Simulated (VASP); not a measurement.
Set up this calculation in VASP 6.6.1, as the native input.

```
Task                   : single point
Functional             : revPBE
Potentials or basis    : VASP PAW PBE potentials, release 64 (Ir)
Cutoff                 : 520 eV
k mesh                 : 23 × 23 × 23
Occupations            : fermi-dirac, width 0.05 eV
Spin                   : collinear spin, ferromagnetic start
Starting moments       : [1.0] μB
Dipole correction      : no
Further INCAR settings : ALGO = Normal; EDIFF = 1e-06; NBANDS = 14
```

The structure of Ir lies in POSCAR:

```
Ir
1.0
    0.0000000000      1.9669034821      1.9669034821
    1.9669034821      0.0000000000      1.9669034821
    1.9669034821      1.9669034821      0.0000000000
Ir
1
Direct
    0.0000000000      0.0000000000      0.0000000000
```

This cell differs from its parent crystal: volume scaled by 1.04.

These files were run (other wordings do the same):

INCAR

```
ALGO = Normal
EDIFF = 1E-6
ENCUT = 520
GGA = RE
ISIF = 2
ISMEAR = -1
ISPIN = 2
LASPH = T
LCHARG = F
LMAXMIX = 4
LORBIT = 11
LREAL = F
LWAVE = F
MAGMOM = 1
NBANDS = 14
NELM = 150
PREC = Accurate
SIGMA = 0.05
```

KPOINTS

```
k-points
0
Gamma
  23 23 23
```

Potentials or basis: VASP PAW PBE potentials, release 64 (Ir).

Run with:

```console
$ cat potpaw_PBE.64/Ir/POTCAR > POTCAR
$ mpirun -np 1 vasp_std > vasp.out
```

It gave:

- Pressure: -11.9 GPa
- Net moment: 0.00 μB per cell
- Valence electrons inside the program's atomic spheres: Ir 8.17

Caveat: the PAW data sets were made with another functional, which shifts forces and pressure a little.

Wall time 3.3 min on 1 thread of AMD EPYC 9R45 (Zen 5) (shared host), peak memory 0.21 GiB.
